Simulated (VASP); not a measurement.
**Si: single point with LDA**

The system is Si.

```
Si
1.0
     3.80169    0.00000    0.00000
    -1.90084    3.29236    0.00000
     0.00000    0.00000    6.28869
Si
4
Direct
  0.33333 0.66667 0.06781
  0.66667 0.33333 0.56781
  0.33333 0.66667 0.43219
  0.66667 0.33333 0.93219
```

This isn't the form of Si at room conditions, which is diamond.

This cell differs from its parent crystal: atoms shifted along a free coordinate, c/a of the conventional cell at fixed volume 1.6542.

| Property | Result |
| --- | --- |
| Program | VASP 6.6.1 |
| Task | single point |
| Functional | LDA |
| Potentials or basis | VASP PAW LDA potentials, release 64 (Si) |
| Cutoff | 520 eV |
| k mesh | 12 × 12 × 6 |
| Occupations | gaussian, width 0.03 eV |
| Spin | no spin polarisation |

```
Pressure               : 0.1 GPa
Largest force          : 0.871 eV/Å
Band gap on the k mesh : 0.17 eV (least direct gap 0.90 eV)
```

Forces in eV/Å, atoms in the order of the input:
```
Si   0.000  0.000 -0.871
Si   0.000  0.000 -0.871
Si   0.000  0.000  0.871
Si   0.000  0.000  0.871
```

Stress tensor (GPa, compression positive):
```
-1.35  0.00  0.00
 0.00 -1.35  0.00
 0.00  0.00  3.02
```

Levels at points of the mesh, in eV from the valence-band top:
```csv
k point,band 5,band 6,band 7,band 8,band 9,band 10,band 11,band 12
"(0.00, 0.00, 0.00)",-1.66,-0.87,0.00,0.00,0.90,1.71,1.71,2.28
"(0.50, 0.00, 0.00)",-5.11,-3.45,-3.24,-1.48,0.17,2.20,2.42,2.63
"(0.00, 0.00, 0.50)",-1.03,-1.03,-1.03,-1.03,1.70,1.70,2.79,2.79
"(0.50, 0.00, 0.50)",-2.82,-2.82,-2.57,-2.57,0.58,0.58,1.47,1.47
```

Run time: 47 s on 1 thread of Intel(R) Xeon(R) Platinum 8488C (Sapphire Rapids), with other jobs on the host, peak memory 0.19 GiB.

 A k mesh can miss the band edges.
